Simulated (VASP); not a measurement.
# Ca2Zr2N (P-3m1) in VASP: further runs, part 2 of 2

VASP 6.6.1. The steps go on from the part before.

### Step 5. Relaxation of cell and atoms, PBE

INCAR reads:

```
ALGO = Normal
EDIFF = 1E-7
EDIFFG = -0.04
ENCUT = 600
GGA = PE
IBRION = 2
ISIF = 3
ISMEAR = 0
LASPH = T
LCHARG = F
LREAL = F
LWAVE = F
NELM = 60
NSW = 90
PREC = Accurate
SIGMA = 0.1
```

KPOINTS reads:

```
k-points
0
Gamma
  6 6 4
```

POSCAR reads:

```
Ca2Zr2N
1.0
    4.0078604100      0.0000000000      0.0000000000
   -2.0039302000      3.4709089300      0.0000000000
    0.0000000000      0.0000000000      6.5885592300
Ca Zr N
2 2 1
Direct
    0.3333333300      0.6666666700      0.6369000100
    0.6666666700      0.3333333300      0.3630999900
    0.3333333300      0.6666666700      0.2405000000
    0.6666666700      0.3333333300      0.7595000000
    0.0000000000      0.0000000000      0.0000000000
```

Potentials or basis: VASP PAW PBE potentials, release 64 (Ca_sv, Zr_sv, N).

Run with:

```
$ cat potpaw_PBE.64/Ca_sv/POTCAR potpaw_PBE.64/Zr_sv/POTCAR potpaw_PBE.64/N/POTCAR > POTCAR
$ mpirun -np 1 vasp_std > vasp.out
```

OUTCAR:

```text
EDIFF = 1E-7
   EDIFFG = -0.04
   ENCUT = 600
   GGA = PE
   IBRION = 2
   ISIF = 3
   ISMEAR = 0
   LASPH = T
   LREAL = F
   NELM = 60
   NSW = 90
   PREC = Accurate

 ion  position               nearest neighbor table
   1  0.333  0.667  0.637-   4 2.45   4 2.45   4 2.45   3 2.61   2 2.93   2 2.93   2 2.93
   2  0.667  0.333  0.363-   3 2.45   3 2.45   3 2.45   4 2.61   1 2.93   1 2.93   1 2.93
   3  0.333  0.667  0.240-   2 2.45   2 2.45   2 2.45   1 2.61   5 2.80   5 2.80   5 2.80
   4  0.667  0.333  0.760-   1 2.45   1 2.45   1 2.45   2 2.61   5 2.80   5 2.80   5 2.80
   5  0.000  0.000  0.000-   3 2.80   4 2.80   3 2.80   4 2.80   4 2.80   3 2.80

  LATTYP: Found a hexagonal cell.
 ALAT       =     4.0078604100
 C/A-ratio  =     1.6439093571

  Lattice vectors:

 A1 = (   4.0078604100,   0.0000000000,   0.0000000000)
 A2 = (  -2.0039302000,   3.4709089300,   0.0000000000)
 A3 = (   0.0000000000,   0.0000000000,   6.5885592300)

Analysis of symmetry for initial positions (statically):
=====================================================================
 Subroutine PRICEL returns:
 Original cell was already a primitive cell.

 Routine SETGRP: Setting up the symmetry group for a
 hexagonal supercell.

 Subroutine GETGRP returns: Found 12 space group operations
 (whereof 12 operations were pure point group operations)
 out of a pool of 24 trial point group operations.

The static configuration has the point symmetry D_3d.

Analysis of symmetry for dynamics (positions and initial velocities):
=====================================================================
 Subroutine PRICEL returns:
 Original cell was already a primitive cell.

 Routine SETGRP: Setting up the symmetry group for a
 hexagonal supercell.

 Subroutine GETGRP returns: Found 12 space group operations
 (whereof 12 operations were pure point group operations)
 out of a pool of 24 trial point group operations.

The dynamic configuration has the point symmetry D_3d.

 Subroutine INISYM returns: Found 12 space group operations
[... 115 lines left out ...]
   EMIN   =  10.00;   EMAX   =-10.00  energy-range for DOS
   EFERMI =   0.00;   METHOD = LEGACY
   ISMEAR =     0;   SIGMA  =   0.10  broadening in eV -4-tet -1-fermi 0-gaus
   EFERMI_NEDOS =   21; number of points for ismear=-14 and -15
   IALGO  =     38    algorithm
   IMIX   =      4    mixing-type and parameters
     AMIX     =   0.40;   BMIX     =  1.00
     AMIX_MAG =   1.60;   BMIX_MAG =  1.00
  volume/ion in A,a.u.               =      18.33       123.70
  Fermi-wavevector in a.u.,A,eV,Ry     =   1.328693  2.510866 24.020080  1.765426
  Thomas-Fermi vector in A             =   2.457912
   LORBIT       =      0    0 simple, 1 ext, 2 COOP (PROOUT), +10 PAW based schemes
   GGA     = PE    functional components
   LHFCALC =     F    Hartree Fock is set to
   AEXX    =    0.0000 exact exchange contribution
   IVDW    =     0    specifies the selected vdW correction
   LEPSILON=     F    determine dielectric tensor
   LRPA    =     F    only Hartree local field effects (RPA)
 conjugate gradient relaxation of ions
 non-spin polarized calculation
 Gauss-broadening in eV      SIGMA  =   0.10
  energy-cutoff  :      600.00
  volume of cell :       91.65
 maximum number of plane-waves:      3090
   NGX = 17   NGY = 17   NGZ = 27

--------------------------------------- Ionic step        1  -------------------------------------------

 number of electron      49.0000001 magnetization

 Free energy of the ion-electron system (eV)
  ---------------------------------------------------
  ext. energy  EPLUGINS =         0.00000000
  ---------------------------------------------------
  free energy    TOTEN  =       -16.31430904 eV

  energy without entropy =      -16.28199714  energy(sigma->0) =      -16.29815309

------------------------ aborting loop because EDIFF is reached ----------------------------------------

  FORCE on cell =-STRESS in cart. coord.  units (eV):
  Direction    XX          YY          ZZ          XY          YZ          ZX
  --------------------------------------------------------------------------------------
  -------------------------------------------------------------------------------------
  Total        8.2594714      8.2594714      7.7675622      0.0000000      0.0000000     -0.0000000
  in kB      144.3831717    144.3831718    135.7841456      0.0000002      0.0000000     -0.0000000
  external PRESSURE =     141.5168297 kB  Pullay stress =       0.0000000 kB
[... 1651 lines left out ...]
     28       7.9335      0.00000
     29       7.9335      0.00000

[... ionic steps 4 to 27 ...]

--------------------------------------- Ionic step       28  -------------------------------------------

 number of electron      48.9999990 magnetization

------------------------ aborting loop because EDIFF is reached ----------------------------------------
[... 73 lines left out ...]
--------------------------------------- Ionic step       30  -------------------------------------------

 number of electron      48.9999981 magnetization

 Free energy of the ion-electron system (eV)
  ---------------------------------------------------
  ext. energy  EPLUGINS =         0.00000000
  ---------------------------------------------------
  free energy    TOTEN  =       -31.17568109 eV

  energy without entropy =      -31.15245144  energy(sigma->0) =      -31.16406626

 E-fermi :   5.8547     XC(G=0):  -9.9034

 val. band max:        5.8362722393   @ k =   0.3333   0.0000   0.5000
 cond. band min:       5.8680871429   @ k =   0.0000   0.3333   0.2500
 fundamental gap:      0.0318149036
 Fermi energy:         5.8547214296
[... 798 lines left out ...]
  FREE ENERGIE OF THE ION-ELECTRON SYSTEM (eV)
  ---------------------------------------------------
  free  energy   TOTEN  =       -31.1756810883 eV

  energy  without entropy=      -31.1524514372  energy(sigma->0) =      -31.16406626

 reached required accuracy - stopping structural energy minimisation
```

OSZICAR:

```text
N       E                     dE             d eps       ncg     rms          rms(c)
DAV:   1     0.598006660225E+03    0.59801E+03   -0.27506E+04  1392   0.189E+03
DAV:   2     0.283053806627E+02   -0.56970E+03   -0.56116E+03  1500   0.533E+02
DAV:   3    -0.175690906961E+02   -0.45874E+02   -0.43965E+02  2352   0.122E+02
[... 435 lines left out ...]
DAV:   6    -0.311756827946E+02   -0.10626E-04   -0.11255E-04  2197   0.460E-02    0.952E-03
DAV:   7    -0.311756821129E+02    0.68173E-06   -0.81161E-06  1857   0.128E-02    0.434E-03
DAV:   8    -0.311756817699E+02    0.34294E-06   -0.45057E-07  1407   0.324E-03    0.290E-03
DAV:   9    -0.311756811464E+02    0.62353E-06   -0.81497E-08   939   0.262E-03    0.384E-04
DAV:  10    -0.311756810883E+02    0.58139E-07   -0.23101E-08   841   0.116E-03
  30 F= -.31175681E+02 E0= -.31164066E+02  d E =-.635980E-03
```

CONTCAR:

```text
Ca2Zr2N
   1.00000000000000
     3.4570687124717994   -0.0000000016388831    0.0000000000000000
    -1.7285343533423532    2.9939093284831975   -0.0000000000000000
     0.0000000000000001    0.0000000000000001   11.0602613550950792
  Ca              Zr              N
     2     2     1
Direct
     0.3333333300000021    0.6666666699999979    0.6392609069482932
     0.6666666699999979    0.3333333300000021    0.3607390930517069
     0.3333333300000021    0.6666666699999979    0.1023119757466659
     0.6666666699999979    0.3333333300000021    0.8976880242533343
     0.0000000000000000    0.0000000000000000    0.0000000000000000

  0.00000000E+00  0.00000000E+00  0.00000000E+00
  0.00000000E+00  0.00000000E+00  0.00000000E+00
  0.00000000E+00  0.00000000E+00  0.00000000E+00
  0.00000000E+00  0.00000000E+00  0.00000000E+00
  0.00000000E+00  0.00000000E+00  0.00000000E+00
```

It took 63 min on 1 thread of Oxide Virtual Turin-like, shared host; peak memory 0.25 GiB.

Results:

| Property | Result |
| --- | --- |
| Free energy | -31.1757 eV |
| Relaxed volume | 22.90 Å³/atom |
| Relaxed cell | a = 3.457 Å, b = 3.457 Å, c = 11.060 Å, α = 90.00°, β = 90.00°, γ = 120.00° |
| Space group after relaxing (to 0.1 Å) | P-3m1 (No. 164) |
| Pressure after relaxing | -0.1 GPa |
| Largest force after relaxing | 0.028 eV/Å |
| Band gap on the k mesh | zero (an odd number of electrons rules out a gap without spin polarisation) |

Forces in eV/Å, atoms in the order of the input:
```
Ca   0.000  0.000  0.014
Ca   0.000  0.000 -0.014
Zr   0.000  0.000 -0.028
Zr   0.000  0.000  0.028
N    0.000  0.000  0.000
```

Final structure:
```
Ca Zr N
1.0
     3.45707    0.00000    0.00000
    -1.72853    2.99391    0.00000
     0.00000    0.00000   11.06026
Ca Zr N
2 2 1
Direct
  0.33333 0.66667 0.63926
  0.66667 0.33333 0.36074
  0.33333 0.66667 0.10231
  0.66667 0.33333 0.89769
  0.00000 0.00000 0.00000
```

Caveat: the volume moved by over 15 % at a fixed basis, so the end points are rough.

### Step 6. The runs side by side

```csv
task,cell,k mesh,cutoff (eV),gap on the mesh (eV),pressure (GPa),largest force (eV/Å)
single point,"a = 4.008, b = 4.008, c = 6.589 Å, angles 90.0, 90.0, 120.0°, 5 atoms, atomic positions A",6 × 6 × 4,520,none,14.2,6.69
single point,"a = 3.437, b = 3.437, c = 11.630 Å, angles 90.0, 90.0, 120.0°, 5 atoms, atomic positions B",6 × 6 × 4,520,none,0.2,0.01
single point,"a = 3.438, b = 3.438, c = 11.657 Å, angles 90.0, 90.0, 120.0°, 5 atoms, atomic positions B",12 × 12 × 4,520,none,0.1,0.02
relaxation of cell and atoms,"relaxed from a = 4.008, b = 4.008, c = 6.589 Å, angles 90.0, 90.0, 120.0°, 5 atoms, atomic positions A",6 × 6 × 4,600,none,-0.1,0.03
```

Alike in all rows: level PBE; potentials or basis VASP PAW PBE potentials, release 64 (Ca_sv, Zr_sv, N); no spin polarisation; smearing gaussian 0.1 eV.

Caveats: the cell stands under pressure (at least some runs); forces of over 1 eV/Å act on the atoms, so gaps and moduli don't describe the material at rest (at least some runs); the volume moved by over 15 % at a fixed basis, so the end points are rough (at least some runs).

Total energies depend on the potentials used, so only differences within one code and one set of settings carry meaning.
